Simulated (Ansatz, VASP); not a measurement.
**One calculation of SiGe, two programs**

```
Si Ge
1.0
     4.00184    0.00000    0.00000
    -2.00092    3.46570    0.00000
     0.00000    0.00000    6.61062
Si Ge
2 2
Direct
  0.66667 0.33333 0.87455
  0.33333 0.66667 0.37455
  0.66667 0.33333 0.50045
  0.33333 0.66667 0.00045
```

Alike in both runs: task single point; functional PBEsol; k mesh 12 × 12 × 6; occupations gaussian, width 0.03 eV; no spin polarisation.

|  | VASP | Ansatz |
| --- | --- | --- |
| version | VASP 6.6.1 | Ansatz 0.2.0 |
| potentials or method | VASP PAW PBE potentials, release 64 (Si, Ge_d), cutoff 520 eV | scalar-relativistic, plane waves, PAW |
| valence electrons in the cell | 36 | 36 |

```csv
,VASP,Ansatz,Ansatz less VASP
gap on the k mesh at the Fermi level (eV),0.20,0.20,-0.004
least direct gap on the mesh (eV),0.20,0.20,-0.004
pressure (GPa),-5.2,-5.2,0.00
rms of the force components (eV/Å),0.015,0.015,0.0000
```

VASP's potentials were made for PBE, not for PBEsol, and Ansatz warns of the same on its side. Atom by atom the forces differ by 0.000 eV/Å (rms over components).
